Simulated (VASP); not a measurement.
As: single point with PBE+D3(BJ)

System: As, a slab with vacuum.

```
CELL_PARAMETERS angstrom
3.34800 0.00000 0.00000
-1.67400 2.89945 0.00000
0.00000 0.00000 28.57424
ATOMIC_POSITIONS crystal
As 0.33333 0.66667 0.50000
As 0.66667 0.33333 0.50000
```

```json
{
 "Program": "VASP 6.6.1",
 "Task": "single point",
 "Functional": "PBE",
 "Dispersion": "D3(BJ)",
 "Potentials or basis": "VASP PAW PBE potentials, release 64 (As_d)",
 "Cutoff": "400 eV",
 "k mesh": "9 × 9 × 1",
 "Occupations": "gaussian, width 0.02 eV",
 "Spin": "no spin polarisation"
}
```

```
Band gap on the k mesh     : zero (bands 15 and 16 overlap by 2.66 eV)
Dispersion energy per atom : -0.253 eV
```

Levels at points of the mesh, in eV from the Fermi level:
```csv
k point,band 12,band 13,band 14,band 15,band 16,band 17,band 18,band 19
"(0.00, 0.00, 0.00)",-7.66,-5.27,-5.27,-0.13,1.28,1.28,1.34,2.81
```

Wall time 55 s on 1 thread of Intel(R) Xeon(R) Platinum 8488C (Sapphire Rapids), with other jobs on the host, peak memory 0.32 GiB.
